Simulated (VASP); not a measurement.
# BAs (F-43m) in VASP: further runs, part 2 of 2

VASP 6.6.1. Earlier steps stand in the parts before.

## (3) Single point, RPBE (volume scaled by 0.98)

INCAR

```
SYSTEM = BAs
PREC = Accurate ; ENCUT = 500
EDIFF = 1E-6 ; ISMEAR = 0
SIGMA = 0.05 ; LREAL = .False.
LASPH = .True. ; NELM = 120
ALGO = Normal ; ISIF = 2
LWAVE = .False. ; LCHARG = .False.
GGA = RP ; NBANDS = 11
GGA_COMPAT = .False.
```

KPOINTS

```
Automatic mesh
0
Gamma
  8 8 8
  0 0 0
```

POSCAR

```
BAs
1.0
    0.0000000000      2.4044055122      2.4044055122
    2.4044055122      0.0000000000      2.4044055122
    2.4044055122      2.4044055122      0.0000000000
B As
1 1
Direct
    0.0000000000      0.0000000000      0.0000000000
    0.7500000000      0.7500000000      0.7500000000
```

Potentials or basis: VASP PAW PBE potentials, release 64 (B, As).

Command:

```
$ cat potpaw_PBE.64/B/POTCAR potpaw_PBE.64/As/POTCAR > POTCAR
$ mpirun -np 1 vasp_std > vasp.out
```

OUTCAR:

```text
SYSTEM = BAs
   PREC = Accurate
   ENCUT = 500
   EDIFF = 1E-6
   ISMEAR = 0
   LREAL = .False.
   LASPH = .True.
   NELM = 120
   ISIF = 2
   GGA = RP

 ion  position               nearest neighbor table
   1  0.000  0.000  0.000-   2 2.08   2 2.08   2 2.08   2 2.08
   2  0.750  0.750  0.750-   1 2.08   1 2.08   1 2.08   1 2.08

  LATTYP: Found a face centered cubic cell.
 ALAT       =     4.8088110244

  Lattice vectors:

 A1 = (   0.0000000000,   2.4044055122,   2.4044055122)
 A2 = (   2.4044055122,   0.0000000000,   2.4044055122)
 A3 = (   2.4044055122,   2.4044055122,   0.0000000000)

Analysis of symmetry for initial positions (statically):
=====================================================================
 Subroutine PRICEL returns:
 Original cell was already a primitive cell.

 Routine SETGRP: Setting up the symmetry group for a
 face centered cubic supercell.

 Subroutine GETGRP returns: Found 24 space group operations
 (whereof 24 operations were pure point group operations)
 out of a pool of 48 trial point group operations.

The static configuration has the point symmetry T_d .

Analysis of symmetry for dynamics (positions and initial velocities):
=====================================================================
 Subroutine PRICEL returns:
 Original cell was already a primitive cell.

 Routine SETGRP: Setting up the symmetry group for a
 face centered cubic supercell.

 Subroutine GETGRP returns: Found 24 space group operations
 (whereof 24 operations were pure point group operations)
 out of a pool of 48 trial point group operations.

The dynamic configuration has the point symmetry T_d .

 Subroutine INISYM returns: Found 24 space group operations
 (whereof 24 operations are pure point group operations),
 and found     1 'primitive' translations

----------------------------------------------------------------------------------------

                                     Primitive cell

  volume of cell :      27.8005

[... 117 lines left out ...]
   LEPSILON=     F    determine dielectric tensor
   LRPA    =     F    only Hartree local field effects (RPA)
 non-spin polarized calculation
 Gauss-broadening in eV      SIGMA  =   0.05
  energy-cutoff  :      500.00
  volume of cell :       27.80
 maximum number of plane-waves:       725
 NGX is ok and might be reduce to    28
   NGX = 13   NGY = 13   NGZ = 13

 number of electron       8.0000000 magnetization

 Free energy of the ion-electron system (eV)
  ---------------------------------------------------
  ext. energy  EPLUGINS =         0.00000000
  ---------------------------------------------------
  free energy    TOTEN  =       -10.74038677 eV

  energy without entropy =      -10.74038677  energy(sigma->0) =      -10.74038677

 E-fermi :   6.2649     XC(G=0): -10.4102

 val. band max:        6.0140752235   @ k =   0.0000   0.0000   0.0000
 cond. band min:       7.2554231042   @ k =   0.3750   0.3750   0.0000
 fundamental gap:      1.2413478807
 Fermi energy:         6.2648528366

 k-point     1 :       0.0000    0.0000    0.0000
  band No.  band energies     occupation
      1      -9.2104      2.00000
      2       6.0141      2.00000
      3       6.0141      2.00000
      4       6.0141      2.00000
      5       9.2655      0.00000
      6       9.2655      0.00000
      7       9.2655      0.00000
      8      10.4745      0.00000
      9      15.6555      0.00000
     10      18.8204      0.00000
     11      18.8204      0.00000
[... 309 lines left out ...]
 k-point    24 :      -0.3750    0.2500    0.1250
  band No.  band energies     occupation
      1      -5.8410      2.00000
      2      -2.1704      2.00000
      3       1.5249      2.00000
      4       3.0045      2.00000
      5       9.9738      0.00000
      6      10.7451      0.00000
      7      13.3933      0.00000
      8      14.9607      0.00000
      9      16.3463      0.00000
     10      20.1029      0.00000
     11      21.2042      0.00000

 [... further k-points ...]

------------------------ aborting loop because EDIFF is reached ----------------------------------------

  FORCE on cell =-STRESS in cart. coord.  units (eV):
  Direction    XX          YY          ZZ          XY          YZ          ZX
  --------------------------------------------------------------------------------------
  -------------------------------------------------------------------------------------
  Total        0.5450956      0.5450956      0.5450956      0.0000000      0.0000000     -0.0000000
  in kB       31.4144954     31.4144954     31.4144954      0.0000000      0.0000000     -0.0000000
  external PRESSURE =      31.4144954 kB  Pullay stress =       0.0000000 kB

 VOLUME and BASIS-vectors are now :
 -----------------------------------------------------------------------------
  energy-cutoff  :      500.00
  volume of cell :       27.80
      direct lattice vectors                 reciprocal lattice vectors
     0.000000000  2.404405512  2.404405512    -0.207951611  0.207951611  0.207951611
     2.404405512  0.000000000  2.404405512     0.207951611 -0.207951611  0.207951611
     2.404405512  2.404405512  0.000000000     0.207951611  0.207951611 -0.207951611

 POSITION                                       TOTAL-FORCE (eV/Angst)
 -----------------------------------------------------------------------------------
      0.00000      0.00000      0.00000         0.000000      0.000000      0.000000
      3.60661      3.60661      3.60661        -0.000000     -0.000000     -0.000000
 -----------------------------------------------------------------------------------
    total drift:                                0.000000      0.000000      0.000000

  FREE ENERGIE OF THE ION-ELECTRON SYSTEM (eV)
  ---------------------------------------------------
  free  energy   TOTEN  =       -10.7403867657 eV

  energy  without entropy=      -10.7403867657  energy(sigma->0) =      -10.74038677
```

stdout:

```text
POSCAR found type information on POSCAR B As
 POSCAR found :  2 types and       2 ions
 scaLAPACK will be used
 -----------------------------------------------------------------------------
|                                                                             |
|                                                                             |
|     You enforced a specific xc type in the INCAR file but a different       |
|     I HOPE YOU KNOW WHAT YOU ARE DOING!                                     |
|                                                                             |
 -----------------------------------------------------------------------------

 LDA part: xc-table for (Slater+PW92), standard interpolation
 POSCAR, INCAR and KPOINTS ok, starting setup
 FFT: planning ... GRIDC
 FFT: planning ... GRID_SOFT
 FFT: planning ... GRID
 WAVECAR not read
 entering main loop
```

Run time: 17 s. Hardware: 1 thread of Intel Xeon 8259CL, shared host; peak memory 0.16 GiB.

What came out:

```yaml
Free_energy: -10.7404 eV
Pressure: 3.1 GPa
Band_gap_on_the_k_mesh: 1.24 eV, indirect (least direct gap 3.25 eV)
```

Caveat: the PAW data sets were made with another functional, which shifts forces and pressure a little.

## (4) Single point, RPBE (volume scaled by 1.02)

INCAR

```
PREC = Accurate
ENCUT = 500
EDIFF = 1E-6
ISMEAR = 0
SIGMA = 0.05
LREAL = F
LASPH = T
NELM = 120
ALGO = Normal
ISIF = 2
LWAVE = F
LCHARG = F
GGA = RP
NBANDS = 11
GGA_COMPAT = F
```

KPOINTS

```
Automatic mesh
0
Gamma
  8 8 8
```

POSCAR

```
BAs
1.0
    0.0000000000      2.4366832633      2.4366832633
    2.4366832633      0.0000000000      2.4366832633
    2.4366832633      2.4366832633      0.0000000000
B As
1 1
Direct
    0.0000000000      0.0000000000      0.0000000000
    0.7500000000      0.7500000000      0.7500000000
```

Command:

```
$ cat potpaw_PBE.64/B/POTCAR potpaw_PBE.64/As/POTCAR > POTCAR
$ mpirun -np 1 vasp_std > vasp.out
```

It took 21 s on 1 thread of Intel Xeon 8259CL, shared host; peak memory 0.16 GiB.

It converged, with:

- Free energy: -10.7442 eV
- Pressure: -2.0 GPa
- Band gap on the k mesh: 1.28 eV, indirect (least direct gap 3.20 eV)

Levels at points of the mesh, in eV from the valence-band top:
```
           k point  band 2  band 3  band 4  band 5  band 6  band 7
(0.00, 0.00, 0.00)    0.00    0.00    0.00    3.20    3.20    3.20
(0.50, 0.00, 0.00)   -8.37   -1.73   -1.73    2.37    4.72    4.72
(0.50, 0.50, 0.00)   -8.24   -3.84   -3.84    1.52    1.56   10.86
```

Caveat: the PAW data sets were made with another functional, which shifts forces and pressure a little. A k mesh can miss the band edges.

## (5) Single point, RPBE (volume scaled by 1.04)

INCAR

```
SYSTEM = BAs
PREC     = Accurate       ! precision mode
ENCUT    = 500            ! plane-wave cutoff, eV
EDIFF    = 1E-6           ! SCF threshold, eV
ISMEAR   = 0              ! smearing method
SIGMA    = 0.05           ! smearing width, eV
LREAL    = .False.        ! projectors in reciprocal space
LASPH    = .True.         ! aspherical terms in the spheres
NELM     = 120            ! most SCF steps
ALGO     = Normal         ! electronic algorithm
ISIF     = 2              ! what is computed and relaxed
LWAVE    = .False.        ! write WAVECAR
LCHARG   = .False.        ! write CHGCAR
GGA      = RP             ! functional
NBANDS   = 11             ! bands
GGA_COMPAT= .False.
```

KPOINTS

```
regular mesh
0
Gamma
  8 8 8
  0 0 0
```

POSCAR

```
BAs
1.0
    0.0000000000      2.4525063252      2.4525063252
    2.4525063252      0.0000000000      2.4525063252
    2.4525063252      2.4525063252      0.0000000000
B As
1 1
Direct
    0.0000000000      0.0000000000      0.0000000000
    0.7500000000      0.7500000000      0.7500000000
```

Command:

```
$ cat potpaw_PBE.64/B/POTCAR potpaw_PBE.64/As/POTCAR > POTCAR
$ mpirun -np 1 vasp_std > vasp.out
```

Run time: 18 s. Hardware: 1 thread of Intel Xeon 8259CL, shared host; peak memory 0.16 GiB.

It converged, with:

```yaml
Free_energy: -10.7335 eV
Pressure: -4.1 GPa
Band_gap_on_the_k_mesh: 1.30 eV, indirect (least direct gap 3.18 eV)
```

Levels at points of the mesh, in eV from the valence-band top:
```
           k point  band 1  band 2  band 3  band 4  band 5  band 6  band 7  band 8  band 9
(0.00, 0.00, 0.00)  -14.70    0.00    0.00    0.00    3.18    3.18    3.18    3.73    9.38
(0.50, 0.00, 0.00)  -12.11   -8.24   -1.69   -1.69    2.27    4.69    4.69    8.80   12.32
(0.50, 0.50, 0.00)  -10.90   -8.14   -3.76   -3.76    1.55    1.58   10.68   10.68   12.32
```

Caveat: the PAW data sets were made with another functional, which shifts forces and pressure a little.

## (6) The runs side by side

| cell | gap on the mesh (eV) | pressure (GPa) |
| --- | --- | --- |
| a = 3.423 Å, angles 60.0°, 2 atoms | 1.26 | 0.5 |
| a = 3.400 Å, angles 60.0°, 2 atoms | 1.24 | 3.1 |
| a = 3.446 Å, angles 60.0°, 2 atoms | 1.28 | -2.0 |
| a = 3.468 Å, angles 60.0°, 2 atoms | 1.30 | -4.1 |

Alike in all rows: task single point; level RPBE; potentials or basis VASP PAW PBE potentials, release 64 (B, As); no spin polarisation; k mesh 8 × 8 × 8; cutoff (eV) 500; smearing gaussian 0.05 eV.

Caveats: the PAW data sets were made with another functional, which shifts forces and pressure a little.

Total energies depend on the potentials used, so only differences within one code and one set of settings carry meaning.
